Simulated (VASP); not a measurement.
BiS, 2 atoms in the cell. The structure is cubic, space group Pm-3m (No. 221). The conventional cell has a = 4.003 Å, b = 4.003 Å, c = 4.003 Å, α = 90.00°, β = 90.00°, γ = 90.00°. Bi (site symmetry m-3m) has 8 S at 3.47 Å and 6 Bi at 4.00 Å within 4.6 Å. Within 4.6 Å of S (site symmetry m-3m) lie 8 Bi at 3.47 Å and 6 S at 4.00 Å. 

```yaml
Program: VASP 6.6.1
Task: single point
Functional: PBE
Potentials_or_basis: VASP PAW PBE potentials, release 64 (Bi_d, S)
Cutoff: 500 eV
k_mesh: 7 × 7 × 7
Occupations: gaussian, width 0.025 eV
Spin: no spin polarisation
Dipole_correction: no
Further_INCAR_settings: ALGO = Normal; EDIFF = 1e-06; NBANDS = 18
```

Potentials or basis: VASP PAW PBE potentials, release 64 (Bi_d, S).

Command:

```sh
$ cat potpaw_PBE.64/Bi_d/POTCAR potpaw_PBE.64/S/POTCAR > POTCAR
$ mpirun -np 1 vasp_std > vasp.out
```

Hardware: 1 thread of Intel(R) Xeon(R) Platinum 8488C (Sapphire Rapids), with other jobs on the host.

Question: Estimate the wall time of this run.

Answer: It took 18 s on 1 thread of Intel(R) Xeon(R) Platinum 8488C (Sapphire Rapids) (shared host), peak memory 0.17 GiB. Counts: scf iterations 13, k points 20.
